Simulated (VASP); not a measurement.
# LiNbO3 (Cc) in VASP: single point with r2SCAN

Aim: the single point of LiNbO3 with r2SCAN.

Program: VASP 6.6.1. These are calculated values, not measurements. Logs are shortened: lines on timing, memory, paths and dates and some standing lists are left out, and cuts for length are marked.

### Step 1. The cell of the first run

The typed cell holds 10 atoms: a = 5.550 Å, b = 5.550 Å, c = 5.550 Å, α = 55.75°, β = 55.75°, γ = 55.75°.

### Step 2. Single point, r2SCAN

Contents of POSCAR:

```
LiNbO3
1.0
    2.5949501352      1.4981951591      4.6722232478
   -2.5949501352      1.4981951591      4.6722232478
    0.0000000000     -2.9963903182      4.6722232478
Li Nb O
2 2 6
Direct
    0.7183927787      0.7182247405      0.7183542361
    0.2183927780      0.2183542359      0.2182247407
    0.9995011379      0.9998472753      0.9998926833
    0.4995011372      0.4998926829      0.4998472756
    0.2781285333      0.6424619270      0.8886693898
    0.6419945357      0.8893460118      0.2792152346
    0.8901680294      0.2788002957      0.6415582259
    0.3901680287      0.1415582256      0.7788002965
    0.7781285339      0.3886693891      0.1424619268
    0.1419945351      0.7792152348      0.3893460120
```

Contents of INCAR.step1:

```
PREC     = Accurate       # precision mode
ENCUT    = 830            # plane-wave cutoff, eV
ISMEAR   = -1             # smearing method
SIGMA    = 0.01           # smearing width, eV
LREAL    = F              # projectors in reciprocal space
LASPH    = T              # aspherical terms in the spheres
NELM     = 120            # most SCF steps
NBANDS   = 45             # bands
GGA      = PE             # functional
ALGO     = Normal         # electronic algorithm
EDIFF    = 1E-5           # SCF threshold, eV
LWAVE    = T              # write WAVECAR
LCHARG   = F              # write CHGCAR
GGA_COMPAT= F            
KPAR     = 4
```

Contents of INCAR.step2:

```
PREC     = Accurate       # precision mode
ENCUT    = 830            # plane-wave cutoff, eV
EDIFF    = 1E-6           # SCF threshold, eV
ISMEAR   = -1             # smearing method
SIGMA    = 0.01           # smearing width, eV
LREAL    = F              # projectors in reciprocal space
LASPH    = T              # aspherical terms in the spheres
NELM     = 120            # most SCF steps
ALGO     = Normal         # electronic algorithm
ISIF     = 2              # what is computed and relaxed
LWAVE    = F              # write WAVECAR
LCHARG   = F              # write CHGCAR
METAGGA  = R2SCAN         # meta-GGA
LMIXTAU  = T            
NBANDS   = 45             # bands
ISTART   = 1            
GGA_COMPAT= F            
KPAR     = 4
```

Contents of KPOINTS:

```
Automatic mesh
0
Gamma
  7 7 7
```

Potentials or basis: VASP PAW PBE potentials, release 64 (Li_sv, Nb_sv, O).

Command:

```bash
> cat potpaw_PBE.64/Li_sv/POTCAR potpaw_PBE.64/Nb_sv/POTCAR potpaw_PBE.64/O/POTCAR > POTCAR
> cp INCAR.step1 INCAR
> mpirun -np 4 vasp_std > vasp.out
> cp INCAR.step2 INCAR
> mpirun -np 4 vasp_std > vasp.out
```

OUTCAR:

```text
PREC = Accurate
   ENCUT = 830
   EDIFF = 1E-6
   ISMEAR = -1
   LREAL = F
   LASPH = T
   NELM = 120
   ISIF = 2
   METAGGA = R2SCAN
   ISTART = 1

 ion  position               nearest neighbor table
   1  0.718  0.718  0.718-   8 2.08  10 2.08   9 2.08   6 2.26   7 2.27   5 2.27
   2  0.218  0.218  0.218-   7 2.08   6 2.08   5 2.08  10 2.26   8 2.27   9 2.27
   3  1.000  1.000  1.000-   6 1.89   7 1.89   5 1.89   9 2.15  10 2.16   8 2.16
   4  0.500  0.500  0.500-  10 1.89   8 1.89   9 1.89   5 2.15   6 2.16   7 2.16
   5  0.278  0.642  0.889-   3 1.89   2 2.08   4 2.15   1 2.27
   6  0.642  0.889  0.279-   3 1.89   2 2.08   4 2.16   1 2.26
   7  0.890  0.279  0.642-   3 1.89   2 2.08   4 2.16   1 2.27
   8  0.390  0.142  0.779-   4 1.89   1 2.08   3 2.16   2 2.27
   9  0.778  0.389  0.142-   4 1.89   1 2.08   3 2.15   2 2.27
  10  0.142  0.779  0.389-   4 1.89   1 2.08   3 2.16   2 2.26

  LATTYP: Found a trigonal (rhomboedric) cell.
 ALAT       =     5.5504977269
 COS(alpha) =     0.5628563531

  Lattice vectors:

 A1 = (   2.5949501352,   1.4981951591,   4.6722232478)
 A2 = (  -2.5949501352,   1.4981951591,   4.6722232478)
 A3 = (   0.0000000000,  -2.9963903182,   4.6722232478)

Analysis of symmetry for initial positions (statically):
=====================================================================
 Subroutine PRICEL returns:
 Original cell was already a primitive cell.

 Routine SETGRP: Setting up the symmetry group for a
 trigonal (rhombohedral) supercell.

 Subroutine GETGRP returns: Found  2 space group operations
 (whereof  1 operations were pure point group operations)
 out of a pool of 12 trial point group operations.

The static configuration has the point symmetry C_1 .
 The point group associated with its full space group is C_1h.

Analysis of symmetry for dynamics (positions and initial velocities):
=====================================================================
 Subroutine PRICEL returns:
 Original cell was already a primitive cell.

 Routine SETGRP: Setting up the symmetry group for a
 trigonal (rhombohedral) supercell.

 Subroutine GETGRP returns: Found  2 space group operations
 (whereof  1 operations were pure point group operations)
 out of a pool of 12 trial point group operations.

The dynamic configuration has the point symmetry C_1 .
 The point group associated with its full space group is C_1h.

 Subroutine INISYM returns: Found  2 space group operations
 (whereof  1 operations are pure point group operations),
 and found     1 'primitive' translations

----------------------------------------------------------------------------------------

                                     Primitive cell

  volume of cell :     108.9864

  direct lattice vectors                    reciprocal lattice vectors
     2.594950135  1.498195159  4.672223248     0.192681930  0.111244964  0.071343623
    -2.594950135  1.498195159  4.672223248    -0.192681930  0.111244964  0.071343623
     0.000000000 -2.996390318  4.672223248     0.000000000 -0.222489928  0.071343623

  length of vectors
     5.550497727  5.550497727  5.550497727     0.233648626  0.233648626  0.233648626

  position of ions in fractional coordinates (direct lattice)
     0.718392779  0.718224740  0.718354236
     0.218392778  0.218354236  0.218224741
     0.999501138  0.999847275  0.999892683
     0.499501137  0.499892683  0.499847276
     0.278128533  0.642461927  0.888669390
     0.641994536  0.889346012  0.279215235
     0.890168029  0.278800296  0.641558226
     0.390168029  0.141558226  0.778800297
     0.778128534  0.388669389  0.142461927
     0.141994535  0.779215235  0.389346012

  ion indices of the primitive-cell ions
   primitive index   ion index
                 1           1
                 2           2
                 3           3
                 4           4
                 5           5
                 6           6
                 7           7
                 8           8
                 9           9
                10          10

----------------------------------------------------------------------------------------

 KPOINTS: Automatic mesh

Automatic generation of k-mesh.
 Grid dimensions read from file:
 generate k-points for:    7    7    7

 Generating k-lattice:

  Cartesian coordinates                     Fractional coordinates (reciprocal lattice)
     0.027525990  0.015892138  0.010191946     0.142857143  0.000000000 -0.000000000
    -0.027525990  0.015892138  0.010191946     0.000000000  0.142857143 -0.000000000
     0.000000000 -0.031784275  0.010191946    -0.000000000 -0.000000000  0.142857143

  Length of vectors
     0.033378375  0.033378375  0.033378375

  Shift w.r.t. Gamma in fractional coordinates (k-lattice)
     0.000000000  0.000000000  0.000000000

 Subroutine IBZKPT returns following result:
 ===========================================

 Found    100 irreducible k-points:

 Following reciprocal coordinates:
            Coordinates               Weight
  0.000000  0.000000  0.000000      1.000000
  0.142857 -0.000000  0.000000      2.000000
 -0.000000  0.142857  0.000000      4.000000
  0.285714 -0.000000 -0.000000      2.000000
 -0.000000  0.285714 -0.000000      4.000000
  0.428571  0.000000  0.000000      2.000000
[... 16 lines left out ...]
  0.000000 -0.142857  0.142857      2.000000
  0.285714  0.285714  0.000000      4.000000
 [... further k-points ...]
   k-points           NKPTS =    100   k-points in BZ     NKDIM =    100   number of bands    NBANDS=     45
   number of dos      NEDOS =    301   number of ions     NIONS =     10
   total plane-waves  NPLWV = 157464
   dimension x,y,z NGX =    54 NGY =   54 NGZ =   54
   dimension x,y,z NGXF=   108 NGYF=  108 NGZF=  108
   ions per type =               2   2   6
   NGX,Y,Z   is equivalent  to a cutoff of  16.17, 16.17, 16.17 a.u.
   NGXF,Y,Z  is equivalent  to a cutoff of  32.35, 32.35, 32.35 a.u.
 SYSTEM =  unknown system
   PREC   = accura    normal or accurate (medium, high low for compatibility)
   ISTART =      1    job   : 0-new  1-cont  2-samecut
   ICHARG =      0    charge: 1-file 2-atom 10-const
   ISPIN  =      1    spin polarized calculation?
   LNONCOLLINEAR =      F non collinear calculations
   LSORBIT =      F    spin-orbit coupling
   LASPH  =      T    aspherical Exc in radial PAW
   ENCUT  =  830.0 eV  61.00 Ry    7.81 a.u.  13.04 13.04 13.04*2*pi/ulx,y,z
   NELM   =    120;   NELMIN=  2; NELMDL=  0     # of ELM steps
   EDIFF  = 0.1E-05   stopping-criterion for ELM
   LREAL  =      F    real-space projection
   EDIFFG = 0.1E-04   stopping-criterion for IOM
   NSW    =      0    number of steps for IOM
   IBRION =     -1    ionic relax: 0-MD 1-quasi-New 2-CG
   NFREE  =      0    steps in history (QN), initial steepest desc. (CG)
   ISIF   =      2    stress and relaxation
   ISYM   =      2    0-nonsym 1-usesym 2-fastsym
   POTIM  = 0.5000    time-step for ionic-motion
   TEBEG  =    0.0;   TEEND  =   0.0 temperature during run
   PSTRESS=    0.0 pullay stress
   NELECT =      68.0000    total number of electrons
   NUPDOWN=      -1.0000    fix difference up-down
   EMIN   =  10.00;   EMAX   =-10.00  energy-range for DOS
   EFERMI =   0.00;   METHOD = LEGACY
   ISMEAR =    -1;   SIGMA  =   0.01  broadening in eV -4-tet -1-fermi 0-gaus
   EFERMI_NEDOS =   21; number of points for ismear=-14 and -15
   IALGO  =     38    algorithm
   IMIX   =      4    mixing-type and parameters
     AMIX     =   0.40;   BMIX     =  1.00
     AMIX_MAG =   1.60;   BMIX_MAG =  1.00
  volume/ion in A,a.u.               =      10.90        73.55
  Fermi-wavevector in a.u.,A,eV,Ry     =   1.398901  2.643540 26.625577  1.956925
  Thomas-Fermi vector in A             =   2.522014
   LORBIT       =      0    0 simple, 1 ext, 2 COOP (PROOUT), +10 PAW based schemes
   METAGGA = R2SCAN    functional components
   LHFCALC =     F    Hartree Fock is set to
   AEXX    =    0.0000 exact exchange contribution
   IVDW    =     0    specifies the selected vdW correction
   LEPSILON=     F    determine dielectric tensor
   LRPA    =     F    only Hartree local field effects (RPA)
 non-spin polarized calculation
  energy-cutoff  :      830.00
  volume of cell :      108.99
 maximum number of plane-waves:      5938
 NGX is ok and might be reduce to    54
   NGX = 27   NGY = 27   NGZ = 27

 number of electron      68.0000007 magnetization

 Free energy of the ion-electron system (eV)
  ---------------------------------------------------
  ext. energy  EPLUGINS =         0.00000000
  ---------------------------------------------------
  free energy    TOTEN  =      -118.64913047 eV

  energy without entropy =     -118.64913047  energy(sigma->0) =     -118.64913047

 E-fermi :   3.3104     XC(G=0): -11.3362

 val. band max:        2.9391714665   @ k =   0.1429   0.1429   0.1429
 cond. band min:       6.8750483317   @ k =   0.1429   0.1429   0.0000
 fundamental gap:      3.9358768652
 Fermi energy:         3.3104468570

 k-point     1 :       0.0000    0.0000    0.0000
  band No.  band energies     occupation
      1     -53.0201      2.00000
      2     -53.0055      2.00000
      3     -40.9832      2.00000
      4     -40.9809      2.00000
      5     -28.5716      2.00000
      6     -28.5715      2.00000
[... 37 lines left out ...]
     44      13.2254      0.00000
     45      13.2786      0.00000

 k-point     2 :       0.1429   -0.0000    0.0000
  band No.  band energies     occupation
      1     -53.0194      2.00000
      2     -53.0062      2.00000
      3     -40.9831      2.00000
      4     -40.9810      2.00000
      5     -28.5649      2.00000
      6     -28.5641      2.00000
[... 1048 lines left out ...]
 k-point    24 :       0.2857    0.2857    0.0000
  band No.  band energies     occupation
      1     -53.0171      2.00000
      2     -53.0084      2.00000
      3     -40.9828      2.00000
      4     -40.9814      2.00000
      5     -28.5776      2.00000
      6     -28.5418      2.00000
[... 37 lines left out ...]
     44      12.4483      0.00000
     45      13.3193      0.00000

 [... further k-points ...]

------------------------ aborting loop because EDIFF is reached ----------------------------------------

  FORCE on cell =-STRESS in cart. coord.  units (eV):
  Direction    XX          YY          ZZ          XY          YZ          ZX
  --------------------------------------------------------------------------------------
  -------------------------------------------------------------------------------------
  Total       -3.0439277     -3.0444986     -2.9177891      0.0004944     -0.0038618     -0.0066888
  in kB      -44.7479016    -44.7562947    -42.8935740      0.0072686     -0.0567709     -0.0983297
  external PRESSURE =     -44.1325901 kB  Pullay stress =       0.0000000 kB

 VOLUME and BASIS-vectors are now :
 -----------------------------------------------------------------------------
  energy-cutoff  :      830.00
  volume of cell :      108.99
      direct lattice vectors                 reciprocal lattice vectors
     2.594950135  1.498195159  4.672223248     0.192681930  0.111244964  0.071343623
    -2.594950135  1.498195159  4.672223248    -0.192681930  0.111244964  0.071343623
     0.000000000 -2.996390318  4.672223248     0.000000000 -0.222489928  0.071343623

 POSITION                                       TOTAL-FORCE (eV/Angst)
 -----------------------------------------------------------------------------------
      0.00044     -0.00014     10.06851         0.002520      0.000894     -0.006679
      0.00010      0.00045      3.06017         0.002035      0.001735     -0.006679
     -0.00090     -0.00065     14.01312        -0.002650      0.021182     -0.099334
     -0.00102     -0.00045      7.00479         0.017020     -0.012886     -0.099334
     -0.94543     -1.28358      8.45327        -0.085843      0.015600      0.057425
     -0.64186      1.45761      8.45932         0.091461      0.079759      0.019278
      1.58647     -0.17102      8.45918        -0.002048     -0.123395      0.029309
      0.64513     -1.53696      6.12307        -0.107887      0.059924      0.029309
      1.01063      1.32122      6.11715        -0.029411     -0.082142      0.057425
     -1.65356      0.21352      6.12321         0.114804      0.039328      0.019278
 -----------------------------------------------------------------------------------
    total drift:                                0.005808      0.003371      0.026400

  FREE ENERGIE OF THE ION-ELECTRON SYSTEM (eV)
  ---------------------------------------------------
  free  energy   TOTEN  =      -118.6491304702 eV

  energy  without entropy=     -118.6491304702  energy(sigma->0) =     -118.64913047
```

It took 15 min on 4 MPI ranks of Intel Xeon 6975P-C (Granite Rapids), shared host; peak memory 0.96 GiB.

What came out:

| Quantity | Value |
| --- | --- |
| Free energy | -118.6491 eV |
| Pressure | -4.4 GPa |
| Largest force | 0.127 eV/Å |
| Band gap on the k mesh | 3.94 eV (least direct gap 3.96 eV) |

Forces in eV/Å, atoms in the order of the input:
```
Li   0.003  0.001 -0.007
Li   0.002  0.002 -0.007
Nb  -0.003  0.021 -0.099
Nb   0.017 -0.013 -0.099
O   -0.086  0.016  0.057
O    0.091  0.080  0.019
O   -0.002 -0.123  0.029
O   -0.108  0.060  0.029
O   -0.029 -0.082  0.057
O    0.115  0.039  0.019
```

Caveat: the cell stands under tension; the PAW data sets were made with another functional, which shifts forces and pressure a little.
